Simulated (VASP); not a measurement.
# EuS (Fm-3m) in VASP: further runs, part 2 of 2

VASP 6.6.1.

## 4. Single point, LDA+U, collinear spin, ferromagnetic start

This run uses another cell than the first one, of 24.21 Å³/atom.

INCAR reads:

```
SYSTEM = EuS
PREC = Accurate
ENCUT = 600
EDIFF = 1E-6
ISMEAR = -1
SIGMA = 0.05
LREAL = .False.
LASPH = .True.
NELM = 200
ALGO = Normal
ISIF = 2
LWAVE = .False.
LCHARG = .True.
ISPIN = 2
MAGMOM = 7 0
LORBIT = 11
LMAXMIX = 6
LDAU = .True.
LDAUTYPE = 2
LDAUL = 3 -1
LDAUU = 5 0
LDAUJ = 0 0
LDAUPRINT = 1
GGA = CA
LELF = .True.
LVHAR = .True.
NBANDS = 22
GGA_COMPAT = .False.
```

KPOINTS reads:

```
regular mesh
0
Gamma
  8 8 8
  0 0 0
```

POSCAR reads:

```
EuS
1.0
    0.0000000000      2.8929614640      2.8929614640
    2.8929614640      0.0000000000      2.8929614640
    2.8929614640      2.8929614640      0.0000000000
Eu S
1 1
Direct
    0.0000000000      0.0000000000      0.0000000000
    0.5000000000      0.5000000000      0.5000000000
```

The run is started by

```
cat potpaw_PBE.64/Eu/POTCAR potpaw_PBE.64/S/POTCAR > POTCAR
mpirun -np 1 vasp_std > vasp.out
```

Wall time 87 s (1 thread of AMD EPYC 9R45 (Zen 5), shared host); peak memory 0.2 GiB.

The run converged. Its results:

```yaml
Free_energy: -19.9011 eV
Pressure: 0.0 GPa
Band_gap_on_the_k_mesh: zero (filled and empty bands overlap)
Net_moment: 7.00 μB per cell
Site_moments: Eu +6.71; S -0.06 μB
Valence_electrons_inside_the_program's_atomic_spheres: Eu 14.84; S 3.74
```

Levels at points of the mesh, in eV from the Fermi level:
Spin up:
| k point | band 11 | band 12 | band 13 | band 14 | band 15 | band 16 | band 17 | band 18 | band 19 | band 20 |
| --- | --- | --- | --- | --- | --- | --- | --- | --- | --- | --- |
| (0.00, 0.00, 0.00) | -0.54 | -0.54 | 0.09 | 0.09 | 0.09 | 1.79 | 1.79 | 1.79 | 2.04 | 2.79 |
| (0.50, 0.00, 0.00) | -0.69 | -0.56 | -0.56 | -0.54 | -0.54 | 3.92 | 4.35 | 4.79 | 4.79 | 7.76 |
| (0.50, 0.50, 0.00) | -0.60 | -0.60 | -0.57 | -0.31 | -0.21 | -0.21 | 4.10 | 4.48 | 5.90 | 6.01 |
Spin down:
| k point | band 5 | band 6 | band 7 | band 8 | band 9 | band 10 | band 11 | band 12 |
| --- | --- | --- | --- | --- | --- | --- | --- | --- |
| (0.00, 0.00, 0.00) | -12.87 | -1.77 | -1.77 | -1.77 | 2.39 | 2.39 | 2.39 | 2.42 |
| (0.50, 0.00, 0.00) | -11.49 | -4.72 | -3.19 | -3.19 | 3.92 | 4.97 | 5.68 | 5.68 |
| (0.50, 0.50, 0.00) | -12.48 | -2.93 | -2.12 | -2.12 | 0.16 | 4.89 | 5.02 | 6.78 |

Eigenvalues of the final occupation matrices:
| site | spin | trace | eigenvalues |
| --- | --- | --- | --- |
| site 1 f | 1 | 6.76 | 0.96 0.96 0.96 0.97 0.97 0.97 0.97 |
| site 1 f | 2 | 0.01 | 0.00 0.00 0.00 0.00 0.00 0.00 0.00 |

Caveat: the PAW data sets were made with another functional, which shifts forces and pressure a little; spin-orbit coupling is left out, which moves the levels of the heavy elements; a cell with one magnetic atom can't hold antiferromagnetic order, which such compounds often take.

## 5. Single point, PBEsol+U, collinear spin, ferromagnetic start

This run uses another cell than the first one, of 24.91 Å³/atom.

INCAR reads:

```
ALGO = Normal ; EDIFF = 1E-6
ENCUT = 600 ; GGA = PS
GGA_COMPAT = F ; ISIF = 2
ISMEAR = -1 ; ISPIN = 2
LASPH = T ; LCHARG = F
LDAU = T ; LDAUJ = 0 0
LDAUL = 3 -1 ; LDAUPRINT = 1
LDAUTYPE = 2 ; LDAUU = 4 0
LMAXMIX = 6 ; LORBIT = 11
LREAL = F ; LWAVE = F
MAGMOM = 7 0 ; NBANDS = 22
NELM = 200 ; PREC = Accurate
SIGMA = 0.05
```

KPOINTS reads:

```
k-points
0
Gamma
  8 8 8
```

POSCAR reads:

```
EuS
1.0
    0.0000000000      2.9205837051      2.9205837051
    2.9205837051      0.0000000000      2.9205837051
    2.9205837051      2.9205837051      0.0000000000
Eu S
1 1
Direct
    0.0000000000      0.0000000000      0.0000000000
    0.5000000000      0.5000000000      0.5000000000
```

The run is started by

```
cat potpaw_PBE.64/Eu/POTCAR potpaw_PBE.64/S/POTCAR > POTCAR
mpirun -np 1 vasp_std > vasp.out
```

It took 99 s on 1 thread of AMD EPYC 9R45 (Zen 5), shared host; peak memory 0.25 GiB.

Results (log left out):

```
Free energy                                           : -19.9180 eV
Pressure                                              : -0.2 GPa
Band gap on the k mesh                                : zero (filled and empty bands overlap)
Net moment                                            : 7.00 μB per cell
Site moments                                          : Eu +6.68; S -0.07 μB
Valence electrons inside the program's atomic spheres : Eu 14.83; S 3.75
```

Levels at points of the mesh, in eV from the Fermi level:
Spin up:
| k point | band 13 | band 14 | band 15 | band 16 | band 17 | band 18 |
| --- | --- | --- | --- | --- | --- | --- |
| (0.00, 0.00, 0.00) | 0.07 | 0.07 | 0.07 | 1.65 | 1.65 | 1.65 |
| (0.50, 0.00, 0.00) | -0.48 | -0.46 | -0.46 | 3.60 | 4.08 | 4.54 |
| (0.50, 0.50, 0.00) | -0.49 | -0.42 | -0.18 | -0.18 | 3.87 | 4.12 |
Spin down:
```csv
k point,band 5,band 6,band 7,band 8,band 9,band 10,band 11,band 12
"(0.00, 0.00, 0.00)",-13.03,-1.99,-1.99,-1.99,2.19,2.36,2.36,2.36
"(0.50, 0.00, 0.00)",-11.79,-4.79,-3.30,-3.30,3.72,4.81,5.56,5.56
"(0.50, 0.50, 0.00)",-12.66,-3.15,-2.34,-2.34,0.19,4.73,4.78,6.50
```

Eigenvalues of the final occupation matrices:
```csv
site,spin,trace,eigenvalues
site 1 f,1,6.75,0.96 0.96 0.96 0.97 0.97 0.97 0.97
site 1 f,2,0.01,0.00 0.00 0.00 0.00 0.00 0.00 0.00
```

Caveat: the PAW data sets were made with another functional, which shifts forces and pressure a little; spin-orbit coupling is left out, which moves the levels of the heavy elements; a cell with one magnetic atom can't hold antiferromagnetic order, which such compounds often take. The state reached can hang on the start; a lower one may exist.

## 6. Single point, PBE+U, collinear spin, ferromagnetic start

INCAR reads:

```
PREC = Accurate ; ENCUT = 600
EDIFF = 1E-6 ; ISMEAR = -1
SIGMA = 0.05 ; LREAL = False
LASPH = True ; NELM = 200
ALGO = Normal ; ISIF = 2
LWAVE = False ; LCHARG = False
ISPIN = 2 ; MAGMOM = 7 0
LORBIT = 11 ; LMAXMIX = 6
LDAU = True ; LDAUTYPE = 2
LDAUL = 3 -1 ; LDAUU = 4 0
LDAUJ = 0 0 ; LDAUPRINT = 1
GGA = PE ; NBANDS = 22
GGA_COMPAT = False
```

KPOINTS reads:

```
Automatic mesh
0
Gamma
  8 8 8
```

POSCAR reads:

```
EuS
1.0
    0.0000000000      2.9785000000      2.9785000000
    2.9785000000      0.0000000000      2.9785000000
    2.9785000000      2.9785000000      0.0000000000
Eu S
1 1
Direct
    0.0000000000      0.0000000000      0.0000000000
    0.5000000000      0.5000000000      0.5000000000
```

Potentials or basis: VASP PAW PBE potentials, release 64 (Eu, S).

The run is started by

```
cat potpaw_PBE.64/Eu/POTCAR potpaw_PBE.64/S/POTCAR > POTCAR
mpirun -np 1 vasp_std > vasp.out
```

Run time: 94 s. Hardware: 1 thread of AMD EPYC 9R45 (Zen 5), shared host; peak memory 0.25 GiB.

The run converged. Its results:

```yaml
Free_energy: -19.3403 eV
Pressure: 0.1 GPa
Band_gap_on_the_k_mesh: zero (filled and empty bands overlap)
Net_moment: 7.00 μB per cell
Site_moments: Eu +6.69; S -0.07 μB
Valence_electrons_inside_the_program's_atomic_spheres: Eu 14.85; S 3.76
```

Levels at points of the mesh, in eV from the Fermi level:
Spin up:
```tsv
k point	band 12	band 13	band 14	band 15	band 16	band 17	band 18	band 19
(0.00, 0.00, 0.00)	-0.47	-0.03	-0.03	-0.03	1.49	1.80	1.80	1.80
(0.50, 0.00, 0.00)	-0.50	-0.50	-0.47	-0.47	3.57	3.96	4.43	4.43
(0.50, 0.50, 0.00)	-0.52	-0.49	-0.24	-0.24	-0.13	3.84	3.91	5.28
```
Spin down:
| k point | band 5 | band 6 | band 7 | band 8 | band 9 | band 10 | band 11 | band 12 |
| --- | --- | --- | --- | --- | --- | --- | --- | --- |
| (0.00, 0.00, 0.00) | -12.91 | -2.02 | -2.02 | -2.02 | 1.99 | 2.48 | 2.48 | 2.48 |
| (0.50, 0.00, 0.00) | -11.89 | -4.58 | -3.18 | -3.18 | 3.71 | 4.68 | 5.44 | 5.44 |
| (0.50, 0.50, 0.00) | -12.57 | -3.17 | -2.37 | -2.37 | 0.43 | 4.55 | 4.69 | 6.22 |

Eigenvalues of the final occupation matrices:
```tsv
site	spin	trace	eigenvalues
site 1 f	1	6.78	0.97 0.97 0.97 0.97 0.97 0.97 0.97
site 1 f	2	0.01	0.00 0.00 0.00 0.00 0.00 0.00 0.00
```

Caveat: spin-orbit coupling is left out, which moves the levels of the heavy elements; a cell with one magnetic atom can't hold antiferromagnetic order, which such compounds often take. The state reached can hang on the start; a lower one may exist.

## 7. Overview

```tsv
task	level	U	cell	gap on the mesh (eV)	pressure (GPa)	moment (μB)	relaxed volume (Å³/atom)
relaxation of cell and atoms	LDA+U	Eu f U = 5.0 eV	relaxed from a = 4.212 Å, angles 60.0°, 2 atoms	none	0.0	7.00	24.23
relaxation of cell and atoms	PBEsol+U	Eu f U = 4.0 eV	relaxed from a = 4.212 Å, angles 60.0°, 2 atoms	none	0.0	7.00	24.82
single point	LDA+U	Eu f U = 5.0 eV	a = 4.091 Å, angles 60.0°, 2 atoms	none	0.0	7.00	-
single point	PBEsol+U	Eu f U = 4.0 eV	a = 4.130 Å, angles 60.0°, 2 atoms	none	-0.2	7.00	-
single point	PBE+U	Eu f U = 4.0 eV	a = 4.212 Å, angles 60.0°, 2 atoms	none	0.1	7.00	-
```

Alike in all rows: potentials or basis VASP PAW PBE potentials, release 64 (Eu, S); spin collinear, ferromagnetic start; k mesh 8 × 8 × 8; cutoff (eV) 600; smearing fermi-dirac 0.05 eV.

Caveats: spin-orbit coupling is left out, which moves the levels of the heavy elements; a cell with one magnetic atom can't hold antiferromagnetic order, which such compounds often take; the PAW data sets were made with another functional, which shifts forces and pressure a little (at least some runs).

Total energies depend on the potentials used, so only differences within one code and one set of settings carry meaning.

## 8. Against experiment

Step 4. Measured gap of EuS: 1.72 eV (optical; 300 K; powder; “Crystal-field mediated electronic transitions of EuS up to 35 GPa”, 2022, pmc:8786971). This calculation gives 0.00 eV (-1.72 eV). So large a miss can be the level of theory's own, or it may mean another phase, state or a wrong row. Spin-orbit coupling on Eu is left out. The value is that of LDA+U on a finite k mesh, which can miss the band edges, without temperature or zero-point motion. The run's magnetic order (collinear spin, ferromagnetic start) needn't be the measured crystal's.

Step 5. A measured gap of EuS is 1.72 eV (optical; 300 K; powder; “Crystal-field mediated electronic transitions of EuS up to 35 GPa”, 2022, pmc:8786971); the calculated 0.00 eV misses it by -1.72 eV. So large a miss can be the level of theory's own, or it may mean another phase, state or a wrong row. Spin-orbit coupling on Eu is left out. The value is that of PBEsol+U on a finite k mesh, which can miss the band edges, without temperature or zero-point motion. The run's magnetic order (collinear spin, ferromagnetic start) needn't be the measured crystal's.

Step 6. A measured gap of EuS is 1.72 eV (optical; 300 K; powder; “Crystal-field mediated electronic transitions of EuS up to 35 GPa”, 2022, pmc:8786971); the calculated 0.00 eV misses it by -1.72 eV. So large a miss can be the level of theory's own, or it may mean another phase, state or a wrong row. Spin-orbit coupling on Eu is left out. The value is that of PBE+U on a finite k mesh, which can miss the band edges, without temperature or zero-point motion. The run's magnetic order (collinear spin, ferromagnetic start) needn't be the measured crystal's.
